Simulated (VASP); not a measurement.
# BeTe (F-43m) in VASP: relaxation of cell and atoms with rSCAN

Aim: the relaxation of cell and atoms of BeTe with rSCAN.

Everything below comes from runs of VASP 6.6.1. Logs are shortened: lines on timing, memory, paths and dates and some standing lists are left out, and cuts for length are marked.

### 1 The cell of the first run

Symmetry: F-43m, No. 216, cubic system. The conventional cell has a = 5.446 Å, b = 5.446 Å, c = 5.446 Å, α = 90.00°, β = 90.00°, γ = 90.00°. Te (site symmetry -43m) has 4 Be at 2.36 Å within 3.1 Å. Be (site symmetry -43m) has 4 Te at 2.36 Å within 3.1 Å.

### 2 Relaxation of cell and atoms, rSCAN (20.19 Å³/atom)

The input, POSCAR:

```
BeTe
1.0
    0.0000000000      2.7230417758      2.7230417758
    2.7230417758      0.0000000000      2.7230417758
    2.7230417758      2.7230417758      0.0000000000
Te Be
1 1
Direct
    0.7500000000      0.7500000000      0.7500000000
    0.0000000000      0.0000000000      0.0000000000
```

The input, INCAR.step1:

```
SYSTEM = BeTe
METAGGA = RSCAN
ISMEAR = 0
SIGMA = 0.03
LWAVE = .False.
LCHARG = .False.
NSW = 80
PREC = Accurate
LASPH = .True.
LREAL = .False.
ALGO = Normal
EDIFF = 1E-7
NELM = 120
GGA_COMPAT = .False.
IBRION = 2
ISIF = 3
EDIFFG = -0.002
NELMIN = 4
ENCUT = 650
EFERMI = MIDGAP
LMIXTAU = .True.
POTIM = 0.5
```

The input, INCAR.step4:

```
SYSTEM = BeTe
METAGGA = RSCAN
ISMEAR = 0
SIGMA = 0.03
LWAVE = .False.
LCHARG = .False.
PREC = Accurate
LASPH = .True.
LREAL = .False.
ALGO = Normal
EDIFF = 1E-7
NELM = 120
GGA_COMPAT = .False.
ISIF = 2
ENCUT = 650
EFERMI = MIDGAP
LMIXTAU = .True.
```

The input, KPOINTS:

```
Automatic mesh
0
Gamma
  9 9 9
  0 0 0
```

Potentials or basis: VASP PAW PBE potentials, release 64 (Te, Be).

Started as:

```bash
cat potpaw_PBE.64/Te/POTCAR potpaw_PBE.64/Be/POTCAR > POTCAR
cp INCAR.step1 INCAR
cp POSCAR.step1 POSCAR
mpirun -np 1 vasp_std > vasp.out
cp CONTCAR POSCAR
mpirun -np 1 vasp_std > vasp.out
cp CONTCAR POSCAR
mpirun -np 1 vasp_std > vasp.out
cp CONTCAR POSCAR
cp INCAR.step4 INCAR
mpirun -np 1 vasp_std > vasp.out
```

OUTCAR:

```text
SYSTEM = BeTe
   METAGGA = RSCAN
   ISMEAR = 0
   PREC = Accurate
   LASPH = .True.
   LREAL = .False.
   EDIFF = 1E-7
   NELM = 120
   ISIF = 2
   ENCUT = 650
   EFERMI = MIDGAP

 ion  position               nearest neighbor table
   1  0.750  0.750  0.750-   2 2.45   2 2.45   2 2.45   2 2.45
   2  0.000  0.000  0.000-   1 2.45   1 2.45   1 2.45   1 2.45

  LATTYP: Found a face centered cubic cell.
 ALAT       =     5.6568982344

  Lattice vectors:

 A1 = (   0.0000000000,   2.8284491172,   2.8284491172)
 A2 = (   2.8284491172,   0.0000000000,   2.8284491172)
 A3 = (   2.8284491172,   2.8284491172,   0.0000000000)

Analysis of symmetry for initial positions (statically):
=====================================================================
 Subroutine PRICEL returns:
 Original cell was already a primitive cell.

 Routine SETGRP: Setting up the symmetry group for a
 face centered cubic supercell.

 Subroutine GETGRP returns: Found 24 space group operations
 (whereof 24 operations were pure point group operations)
 out of a pool of 48 trial point group operations.

The static configuration has the point symmetry T_d .

Analysis of symmetry for dynamics (positions and initial velocities):
=====================================================================
 Subroutine PRICEL returns:
 Original cell was already a primitive cell.

 Routine SETGRP: Setting up the symmetry group for a
 face centered cubic supercell.

 Subroutine GETGRP returns: Found 24 space group operations
 (whereof 24 operations were pure point group operations)
 out of a pool of 48 trial point group operations.

The dynamic configuration has the point symmetry T_d .

 Subroutine INISYM returns: Found 24 space group operations
 (whereof 24 operations are pure point group operations),
 and found     1 'primitive' translations

----------------------------------------------------------------------------------------

                                     Primitive cell

  volume of cell :      45.2559

  direct lattice vectors                    reciprocal lattice vectors
     0.000000000  2.828449117  2.828449117    -0.176775321  0.176775321  0.176775321
     2.828449117  0.000000000  2.828449117     0.176775321 -0.176775321  0.176775321
     2.828449117  2.828449117  0.000000000     0.176775321  0.176775321 -0.176775321

  length of vectors
     4.000031102  4.000031102  4.000031102     0.306183837  0.306183837  0.306183837

  position of ions in fractional coordinates (direct lattice)
     0.750000000  0.750000000  0.750000000
     0.000000000  0.000000000  0.000000000

  ion indices of the primitive-cell ions
   primitive index   ion index
                 1           1
                 2           2

----------------------------------------------------------------------------------------

 KPOINTS: Automatic mesh

Automatic generation of k-mesh.
 Grid dimensions read from file:
 generate k-points for:    9    9    9

 Generating k-lattice:

  Cartesian coordinates                     Fractional coordinates (reciprocal lattice)
    -0.019641702  0.019641702  0.019641702     0.111111111  0.000000000  0.000000000
     0.019641702 -0.019641702  0.019641702     0.000000000  0.111111111  0.000000000
     0.019641702  0.019641702 -0.019641702     0.000000000  0.000000000  0.111111111

  Length of vectors
     0.034020426  0.034020426  0.034020426

  Shift w.r.t. Gamma in fractional coordinates (k-lattice)
     0.000000000  0.000000000  0.000000000

 Subroutine IBZKPT returns following result:
 ===========================================

 Found     35 irreducible k-points:

 Following reciprocal coordinates:
            Coordinates               Weight
  0.000000  0.000000  0.000000      1.000000
  0.111111  0.000000  0.000000      8.000000
  0.222222  0.000000  0.000000      8.000000
  0.333333  0.000000  0.000000      8.000000
  0.444444  0.000000  0.000000      8.000000
  0.111111  0.111111  0.000000      6.000000
[... 16 lines left out ...]
 -0.333333  0.333333  0.000000     12.000000
  0.444444  0.444444  0.000000      6.000000
 [... further k-points ...]
   k-points           NKPTS =     35   k-points in BZ     NKDIM =     35   number of bands    NBANDS=      8
   number of dos      NEDOS =    301   number of ions     NIONS =      2
   total plane-waves  NPLWV =  46656
   dimension x,y,z NGX =    36 NGY =   36 NGZ =   36
   dimension x,y,z NGXF=    72 NGYF=   72 NGZF=   72
   ions per type =               1   1
   NGX,Y,Z   is equivalent  to a cutoff of  14.96, 14.96, 14.96 a.u.
   NGXF,Y,Z  is equivalent  to a cutoff of  29.92, 29.92, 29.92 a.u.
 SYSTEM =  BeTe
   PREC   = accura    normal or accurate (medium, high low for compatibility)
   ISTART =      0    job   : 0-new  1-cont  2-samecut
   ICHARG =      2    charge: 1-file 2-atom 10-const
   ISPIN  =      1    spin polarized calculation?
   LNONCOLLINEAR =      F non collinear calculations
   LSORBIT =      F    spin-orbit coupling
   LASPH  =      T    aspherical Exc in radial PAW
   ENCUT  =  650.0 eV  47.77 Ry    6.91 a.u.   8.32  8.32  8.32*2*pi/ulx,y,z
   NELM   =    120;   NELMIN=  2; NELMDL=  0     # of ELM steps
   EDIFF  = 0.1E-06   stopping-criterion for ELM
   LREAL  =      F    real-space projection
   EDIFFG = 0.1E-05   stopping-criterion for IOM
   NSW    =      0    number of steps for IOM
   IBRION =     -1    ionic relax: 0-MD 1-quasi-New 2-CG
   NFREE  =      0    steps in history (QN), initial steepest desc. (CG)
   ISIF   =      2    stress and relaxation
   ISYM   =      2    0-nonsym 1-usesym 2-fastsym
   POTIM  = 0.5000    time-step for ionic-motion
   TEBEG  =    0.0;   TEEND  =   0.0 temperature during run

   SCALEE = 1.0000    scale energy and forces
   PSTRESS=    0.0 pullay stress
   NELECT =       8.0000    total number of electrons
   NUPDOWN=      -1.0000    fix difference up-down
   EMIN   =  10.00;   EMAX   =-10.00  energy-range for DOS
   EFERMI =   0.00;   METHOD = MIDGAP
   ISMEAR =     0;   SIGMA  =   0.03  broadening in eV -4-tet -1-fermi 0-gaus
   EFERMI_NEDOS =   21; number of points for ismear=-14 and -15
   IALGO  =     38    algorithm
   IMIX   =      4    mixing-type and parameters
     AMIX     =   0.40;   BMIX     =  1.00
     AMIX_MAG =   1.60;   BMIX_MAG =  1.00
  volume/ion in A,a.u.               =      22.63       152.70
  Fermi-wavevector in a.u.,A,eV,Ry     =   0.918783  1.736249 11.485533  0.844163
  Thomas-Fermi vector in A             =   2.043904
   LORBIT       =      0    0 simple, 1 ext, 2 COOP (PROOUT), +10 PAW based schemes
   METAGGA = RSCAN    functional components
   LHFCALC =     F    Hartree Fock is set to
   AEXX    =    0.0000 exact exchange contribution
   IVDW    =     0    specifies the selected vdW correction
   LEPSILON=     F    determine dielectric tensor
   LRPA    =     F    only Hartree local field effects (RPA)

   CSHIFT  =0.1000    complex shift for real part using Kramers Kronig

   OMEGAMAX=  -1.0    maximum frequency
 non-spin polarized calculation
 Gauss-broadening in eV      SIGMA  =   0.03
  energy-cutoff  :      650.00
  volume of cell :       45.26
 maximum number of plane-waves:      1720
 NGX is ok and might be reduce to    36
   NGX = 17   NGY = 17   NGZ = 17

 number of electron       8.0000000 magnetization

 Free energy of the ion-electron system (eV)
  ---------------------------------------------------
  ext. energy  EPLUGINS =         0.00000000
  ---------------------------------------------------
  free energy    TOTEN  =       -50.91955307 eV

  energy without entropy =      -50.91955307  energy(sigma->0) =      -50.91955307

 E-fermi :   5.9411     XC(G=0):  -9.4681

 val. band max:        4.7586342996   @ k =   0.0000   0.0000   0.0000
 cond. band min:       7.1235916759   @ k =   0.4444   0.4444   0.0000
 fundamental gap:      2.3649573763
 Fermi energy:         5.9411129877

 k-point     1 :       0.0000    0.0000    0.0000
  band No.  band energies     occupation
      1      -7.9373      2.00000
      2       4.7586      2.00000
      3       4.7586      2.00000
      4       4.7586      2.00000
      5       8.7501      0.00000
      6       8.7501      0.00000
      7       8.7501      0.00000
      8       9.0975      0.00000

 k-point     2 :       0.1111    0.0000    0.0000
  band No.  band energies     occupation
      1      -7.8150      2.00000
      2       3.6647      2.00000
      3       4.5677      2.00000
      4       4.5677      2.00000
      5       8.7448      0.00000
      6       9.0365      0.00000
      7       9.0365      0.00000
      8      10.1199      0.00000

 k-point     3 :       0.2222    0.0000    0.0000
  band No.  band energies     occupation
      1      -7.4703      2.00000
      2       1.8246      2.00000
      3       4.1761      2.00000
      4       4.1761      2.00000
      5       8.5389      0.00000
      6       9.5542      0.00000
      7       9.5542      0.00000
      8      11.9430      0.00000

 k-point     4 :       0.3333    0.0000    0.0000
  band No.  band energies     occupation
      1      -6.9910      2.00000
      2       0.2064      2.00000
      3       3.8261      2.00000
      4       3.8261      2.00000
      5       8.3473      0.00000
      6       9.7807      0.00000
      7       9.7807      0.00000
      8      13.1507      0.00000

 k-point     5 :       0.4444    0.0000    0.0000
  band No.  band energies     occupation
      1      -6.5944      2.00000
      2      -0.7849      2.00000
      3       3.6319      2.00000
      4       3.6319      2.00000
      5       8.2422      0.00000
      6       9.7607      0.00000
      7       9.7607      0.00000
      8      13.2164      0.00000
[... 177 lines left out ...]
 k-point    22 :      -0.4444    0.3333    0.0000
  band No.  band energies     occupation
      1      -6.0857      2.00000
      2      -0.2105      2.00000
      3       1.1229      2.00000
      4       2.4433      2.00000
      5       7.7797      0.00000
      6      10.0086      0.00000
      7      13.2039      0.00000
      8      13.2196      0.00000

 k-point    23 :      -0.3333    0.3333    0.0000
  band No.  band energies     occupation
      1      -6.1359      2.00000
      2      -0.0497      2.00000
      3       0.7221      2.00000
      4       2.7895      2.00000
      5       8.1564      0.00000
      6      12.0974      0.00000
      7      12.3170      0.00000
      8      12.8871      0.00000

 k-point    24 :       0.4444    0.4444    0.0000
  band No.  band energies     occupation
      1      -6.1014      2.00000
      2      -0.3639      2.00000
      3       2.1113      2.00000
      4       2.1113      2.00000
      5       7.1236      0.00000
      6       7.8448      0.00000
      7      14.8390      0.00000
      8      14.8390      0.00000

 [... further k-points ...]

------------------------ aborting loop because EDIFF is reached ----------------------------------------

  FORCE on cell =-STRESS in cart. coord.  units (eV):
  Direction    XX          YY          ZZ          XY          YZ          ZX
  --------------------------------------------------------------------------------------
  -------------------------------------------------------------------------------------
  Total       -0.0009529     -0.0009529     -0.0009529      0.0000000     -0.0000000      0.0000000
  in kB       -0.0337342     -0.0337342     -0.0337342      0.0000000     -0.0000000      0.0000000
  external PRESSURE =      -0.0337342 kB  Pullay stress =       0.0000000 kB

 VOLUME and BASIS-vectors are now :
 -----------------------------------------------------------------------------
  energy-cutoff  :      650.00
  volume of cell :       45.26
      direct lattice vectors                 reciprocal lattice vectors
     0.000000000  2.828449117  2.828449117    -0.176775321  0.176775321  0.176775321
     2.828449117  0.000000000  2.828449117     0.176775321 -0.176775321  0.176775321
     2.828449117  2.828449117  0.000000000     0.176775321  0.176775321 -0.176775321

 POSITION                                       TOTAL-FORCE (eV/Angst)
 -----------------------------------------------------------------------------------
      4.24267      4.24267      4.24267        -0.000000      0.000000      0.000000
      0.00000      0.00000      0.00000         0.000000     -0.000000     -0.000000
 -----------------------------------------------------------------------------------
    total drift:                               -0.000000     -0.000000     -0.000000

  FREE ENERGIE OF THE ION-ELECTRON SYSTEM (eV)
  ---------------------------------------------------
  free  energy   TOTEN  =       -50.9195530681 eV

  energy  without entropy=      -50.9195530681  energy(sigma->0) =      -50.91955307
```

Run time: 6.8 min. Hardware: 1 thread of Intel Xeon Platinum 8375C at 2.90GHz (Ice Lake), shared host; peak memory 0.23 GiB.

What came out:

| Item | Value |
| --- | --- |
| Free energy | -50.9196 eV |
| Relaxed volume | 22.63 Å³/atom |
| Relaxed cell | a = 4.000 Å, b = 4.000 Å, c = 4.000 Å, α = 60.00°, β = 60.00°, γ = 60.00° |
| Space group after relaxing (to 0.1 Å) | F-43m (No. 216) |
| Energy gained by relaxing | 58.6 meV/atom |
| Ionic steps | 8 |
| Pressure after relaxing | 0.0 GPa |
| Band gap on the k mesh | 2.37 eV (least direct gap 3.99 eV) |

Step by step:
| step | energy change (eV) | largest force (eV/Å) | pressure (GPa) | volume (Å³) |
| --- | --- | --- | --- | --- |
| 1 | 0.0000 | 0.0000 | 8.47 | 40.38 |
| 2 | -0.1058 | 0.0000 | -2.04 | 46.95 |
| 3 | -0.1170 | 0.0000 | 0.03 | 45.22 |
| 4 | -0.1170 | 0.0000 | -0.09 | 45.32 |
| 5 | -0.1170 | 0.0000 | 0.01 | 45.24 |
| 6 | -0.1172 | 0.0000 | 0.02 | 45.24 |
| 7 | -0.1172 | 0.0000 | -0.01 | 45.26 |
| 8 | -0.1172 | 0.0000 | 0.00 | 45.26 |

Final structure:
```yaml
crystal:
  lattice:
    - [0.00000, 2.82845, 2.82845]
    - [2.82845, 0.00000, 2.82845]
    - [2.82845, 2.82845, 0.00000]
  atoms:
    - { symbol: Te, position: [0.75000, 0.75000, 0.75000] }
    - { symbol: Be, position: [0.00000, 0.00000, 0.00000] }
```

Caveat: the PAW data sets were made with another functional, which shifts forces and pressure a little; spin-orbit coupling is left out, which moves the levels of the heavy elements; an odd mesh through Γ misses points on the zone boundary, where band edges can lie.
